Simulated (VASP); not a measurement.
# Mg4Si in VASP: relaxation of the atoms with PBE

Aim: the relaxation of the atoms of Mg4Si with PBE.

Program: VASP 6.6.1. These are calculated values, not measurements. Logs are shortened: lines on timing, memory, paths and dates and some standing lists are left out, and cuts for length are marked.

## Step 1: The cell of the first run

The cell holds a slab with vacuum, 5 atoms: a = 3.210 Å, b = 3.210 Å, c = 23.215 Å, α = 90.00°, β = 90.00°, γ = 120.00°.

## Step 2: Relaxation of the atoms, PBE

Contents of INCAR:

```
PREC     = Accurate       # precision mode
ENCUT    = 520            # plane-wave cutoff, eV
EDIFF    = 1E-7           # SCF threshold, eV
ISMEAR   = 0              # smearing method
SIGMA    = 0.1            # smearing width, eV
LREAL    = F              # projectors in reciprocal space
LASPH    = T              # aspherical terms in the spheres
NELM     = 80             # most SCF steps
ALGO     = Normal         # electronic algorithm
ISIF     = 2              # what is computed and relaxed
LWAVE    = F              # write WAVECAR
LCHARG   = F              # write CHGCAR
LDIPOL   = T            
IDIPOL   = 3            
DIPOL    = 0.5 0.5 0.392
GGA      = PE             # functional
IBRION   = 2              # ionic algorithm
NSW      = 36             # ionic steps
EDIFFG   = -0.025         # ionic threshold
```

Contents of KPOINTS:

```
regular mesh
0
Gamma
  9 9 1
```

Contents of POSCAR:

```
Mg4Si
1.0
    3.2100692859      0.0000000000      0.0000000000
   -1.6050346429      2.7800015495      0.0000000000
    0.0000000000      0.0000000000     23.2147784313
Mg Si
4 1
Selective dynamics
Direct
    0.6666666667      0.3333333333      0.1723040352  F F F
    0.3333333333      0.6666666667      0.2829644272  F F F
    0.6666666667      0.3333333333      0.3920793237  F F F
    0.3333333333      0.6666666667      0.5046258988  F F F
    0.6666666667      0.8333333333      0.6104457077  F F T
```

Potentials or basis: VASP PAW PBE potentials, release 64 (Mg, Si).

Run with:

```
cat potpaw_PBE.64/Mg/POTCAR potpaw_PBE.64/Si/POTCAR > POTCAR
mpirun -np 1 vasp_std > vasp.out
```

OUTCAR:

```text
PREC = Accurate
   ENCUT = 520
   EDIFF = 1E-7
   ISMEAR = 0
   LREAL = F
   LASPH = T
   NELM = 80
   ISIF = 2
   GGA = PE
   IBRION = 2
   NSW = 36
   EDIFFG = -0.025

 ion  position               nearest neighbor table
   1  0.667  0.333  0.172-   2 3.17   2 3.17   2 3.17
   2  0.333  0.667  0.283-   3 3.14   3 3.14   3 3.14   1 3.17   1 3.17   1 3.17
   3  0.667  0.333  0.392-   2 3.14   2 3.14   2 3.14   4 3.20   4 3.20   4 3.20
   4  0.333  0.667  0.505-   5 2.63   3 3.20   3 3.20   3 3.20
   5  0.667  0.833  0.610-   4 2.63

  LATTYP: Found a hexagonal cell.
 ALAT       =     3.2100692859
 C/A-ratio  =     7.2318621075

  Lattice vectors:

 A1 = (   3.2100692859,   0.0000000000,   0.0000000000)
 A2 = (  -1.6050346429,   2.7800015495,   0.0000000000)
 A3 = (   0.0000000000,   0.0000000000,  23.2147784313)

Analysis of symmetry for initial positions (statically):
=====================================================================
 Subroutine PRICEL returns:
 Original cell was already a primitive cell.

 Routine SETGRP: Setting up the symmetry group for a
 hexagonal supercell.

 Subroutine GETGRP returns: Found  2 space group operations
 (whereof  2 operations were pure point group operations)
 out of a pool of 24 trial point group operations.

The static configuration has the point symmetry C_1h.

Analysis of symmetry for dynamics (positions and initial velocities):
=====================================================================
 Subroutine PRICEL returns:
 Original cell was already a primitive cell.

 Routine SETGRP: Setting up the symmetry group for a
 hexagonal supercell.

 Subroutine GETGRP returns: Found  2 space group operations
 (whereof  2 operations were pure point group operations)
 out of a pool of 24 trial point group operations.

The dynamic configuration has the point symmetry C_1h.

Analysis of constrained symmetry for selective dynamics:
=====================================================================
 Subroutine PRICEL returns:
 Original cell was already a primitive cell.

 Routine SETGRP: Setting up the symmetry group for a
 hexagonal supercell.

 Subroutine GETGRP returns: Found  2 space group operations
 (whereof  2 operations were pure point group operations)
 out of a pool of 24 trial point group operations.

The constrained configuration has the point symmetry C_1h.

 Subroutine INISYM returns: Found  2 space group operations
 (whereof  2 operations are pure point group operations),
 and found     1 'primitive' translations

----------------------------------------------------------------------------------------

                                     Primitive cell

  volume of cell :     207.1686

  direct lattice vectors                    reciprocal lattice vectors
     3.210069286  0.000000000  0.000000000     0.311519756  0.179856015  0.000000000
    -1.605034643  2.780001550  0.000000000     0.000000000  0.359712030  0.000000000
     0.000000000  0.000000000 23.214778431     0.000000000  0.000000000  0.043076009

  length of vectors
     3.210069286  3.210069286 23.214778431     0.359712030  0.359712030  0.043076009

  position of ions in fractional coordinates (direct lattice)
     0.666666667  0.333333333  0.172304035
     0.333333333  0.666666667  0.282964427
     0.666666667  0.333333333  0.392079324
     0.333333333  0.666666667  0.504625899
     0.666666667  0.833333333  0.610445708

  ion indices of the primitive-cell ions
   primitive index   ion index
                 1           1
[... 97 lines left out ...]
  Fermi-wavevector in a.u.,A,eV,Ry     =   0.633423  1.196996  5.458996  0.401225
  Thomas-Fermi vector in A             =   1.697074
   LORBIT       =      0    0 simple, 1 ext, 2 COOP (PROOUT), +10 PAW based schemes
   GGA     = PE    functional components
   LHFCALC =     F    Hartree Fock is set to
   AEXX    =    0.0000 exact exchange contribution
   IVDW    =     0    specifies the selected vdW correction
   LEPSILON=     F    determine dielectric tensor
   LRPA    =     F    only Hartree local field effects (RPA)
 conjugate gradient relaxation of ions
 non-spin polarized calculation
 Gauss-broadening in eV      SIGMA  =   0.10
  energy-cutoff  :      520.00
  volume of cell :      207.17
 maximum number of plane-waves:      5628
   NGX = 11   NGY = 11   NGZ = 87

 dipolmoment           0.000000      0.000000     -0.000034 electrons x Angstroem

--------------------------------------- Ionic step        1  -------------------------------------------

 number of electron      12.0000000 magnetization

 Free energy of the ion-electron system (eV)
  ---------------------------------------------------
  ext. energy  EPLUGINS =         0.00000000
  ---------------------------------------------------
  free energy    TOTEN  =        -9.63290698 eV

  energy without entropy =       -9.60884890  energy(sigma->0) =       -9.62087794

------------------------ aborting loop because EDIFF is reached ----------------------------------------

  FORCE on cell =-STRESS in cart. coord.  units (eV):
  Direction    XX          YY          ZZ          XY          YZ          ZX
  --------------------------------------------------------------------------------------
  -------------------------------------------------------------------------------------
  Total       -2.9343966     -2.9498670      0.1286271      0.0133978      0.5205677      0.9016497
  in kB      -22.6937048    -22.8133486      0.9947615      0.1036146      4.0259080      6.9730767
  external PRESSURE =     -14.8374306 kB  Pullay stress =       0.0000000 kB

 VOLUME and BASIS-vectors are now :
 -----------------------------------------------------------------------------
  energy-cutoff  :      520.00
  volume of cell :      207.17
      direct lattice vectors                 reciprocal lattice vectors
     3.210069286  0.000000000  0.000000000     0.311519756  0.179856015  0.000000000
    -1.605034643  2.780001550  0.000000000     0.000000000  0.359712030  0.000000000
     0.000000000  0.000000000 23.214778431     0.000000000  0.000000000  0.043076009

 POSITION                                       TOTAL-FORCE (eV/Angst)
 -----------------------------------------------------------------------------------
      1.60503      0.92667      4.00000         0.001344      0.000776     -0.060308
     -0.00000      1.85333      6.56896        -0.006670     -0.003851      0.054615
      1.60503      0.92667      9.10203         0.001622      0.000937      0.047597
     -0.00000      1.85333     11.71478        -0.355352     -0.205163     -0.070777
      0.80252      2.31667     14.17136         0.359056      0.207301      0.028873
 -----------------------------------------------------------------------------------
    total drift:                                0.000037      0.000022     -0.000150

  FREE ENERGIE OF THE ION-ELECTRON SYSTEM (eV)
  ---------------------------------------------------
  free  energy   TOTEN  =        -9.6329069797 eV

  energy  without entropy=       -9.6088489017  energy(sigma->0) =       -9.62087794

--------------------------------------- Ionic step        2  -------------------------------------------

 number of electron      12.0000000 magnetization

 dipolmoment           0.000000      0.000000      0.058479 electrons x Angstroem

 Free energy of the ion-electron system (eV)
  ---------------------------------------------------
  ext. energy  EPLUGINS =         0.00000000
  ---------------------------------------------------
  free energy    TOTEN  =        -9.63294385 eV

  energy without entropy =       -9.60884868  energy(sigma->0) =       -9.62089626

 E-fermi :  -0.2286     XC(G=0):  -5.4453

 val. band max:       -0.2720979935   @ k =  -0.2222  -0.4444   0.0000
 cond. band min:      -0.2281718660   @ k =   0.4444   0.3333   0.0000
 fundamental gap:      0.0439261274
 Fermi energy:        -0.2285688596

 k-point     1 :       0.0000    0.0000    0.0000
  band No.  band energies     occupation
      1      -9.2975      2.00000
      2      -6.7702      2.00000
      3      -5.9059      2.00000
      4      -4.6423      2.00000
      5      -3.1158      2.00000
      6      -1.6543      2.00000
      7       0.4118      0.00000
      8       2.3185      0.00000
      9       3.4497      0.00000
     10       4.6096      0.00000
[... 287 lines left out ...]
 k-point    24 :       0.4444    0.3333    0.0000
  band No.  band energies     occupation
      1      -5.6816      2.00000
      2      -2.4803      2.00000
      3      -2.2653      2.00000
      4      -1.4939      2.00000
      5      -0.4715      1.99941
      6      -0.3407      1.88711
      7      -0.2282      0.99552
      8       0.3879      0.00000
      9       0.9117      0.00000
     10       1.6027      0.00000

 [... further k-points ...]

------------------------ aborting loop because EDIFF is reached ----------------------------------------

 vacuum level on the upper side and lower side of the slab       (xc-potential included)         0.465        -0.769

  FORCE on cell =-STRESS in cart. coord.  units (eV):
  Direction    XX          YY          ZZ          XY          YZ          ZX
  --------------------------------------------------------------------------------------
  -------------------------------------------------------------------------------------
  Total       -2.9364034     -2.9506795      0.1170907      0.0123634      0.5183413      0.8977935
  in kB      -22.7092252    -22.8196320      0.9055428      0.0956150      4.0086897      6.9432539
  external PRESSURE =     -14.8744381 kB  Pullay stress =       0.0000000 kB

 VOLUME and BASIS-vectors are now :
 -----------------------------------------------------------------------------
  energy-cutoff  :      520.00
  volume of cell :      207.17
      direct lattice vectors                 reciprocal lattice vectors
     3.210069286  0.000000000  0.000000000     0.311519756  0.179856015  0.000000000
    -1.605034643  2.780001550  0.000000000     0.000000000  0.359712030  0.000000000
     0.000000000  0.000000000 23.214778431     0.000000000  0.000000000  0.043076009

 POSITION                                       TOTAL-FORCE (eV/Angst)
 -----------------------------------------------------------------------------------
      1.60503      0.92667      4.00000         0.001344      0.000776     -0.060303
     -0.00000      1.85333      6.56896        -0.006662     -0.003846      0.054672
      1.60503      0.92667      9.10203         0.001620      0.000935      0.047756
     -0.00000      1.85333     11.71478        -0.353574     -0.204136     -0.066639
      0.80252      2.31667     14.17275         0.357271      0.206271      0.024515
 -----------------------------------------------------------------------------------
    total drift:                                0.000034      0.000020     -0.000217

  FREE ENERGIE OF THE ION-ELECTRON SYSTEM (eV)
  ---------------------------------------------------
  free  energy   TOTEN  =        -9.6329438478 eV

  energy  without entropy=       -9.6088486810  energy(sigma->0) =       -9.62089626

 reached required accuracy - stopping structural energy minimisation

 vacuum level on the upper side and lower side of the slab         4.537         3.279
```

Wall time 4.5 min (1 thread of AMD EPYC, shared host); peak memory 0.31 GiB.

What came out:

* Free energy: -9.6329 eV
* Energy gained by relaxing: 0.0 meV/atom
* Ionic steps: 2
* Band gap on the k mesh: zero (band 6 reaches -0.17 eV, above the bottom of band 7 at -0.27 eV)

Final structure:
```
Mg Si
1.0
     3.21007    0.00000    0.00000
    -1.60503    2.78000    0.00000
     0.00000    0.00000   23.21478
Mg Si
4 1
Direct
  0.66667 0.33333 0.17230
  0.33333 0.66667 0.28296
  0.66667 0.33333 0.39208
  0.33333 0.66667 0.50463
  0.66667 0.83333 0.61051
```
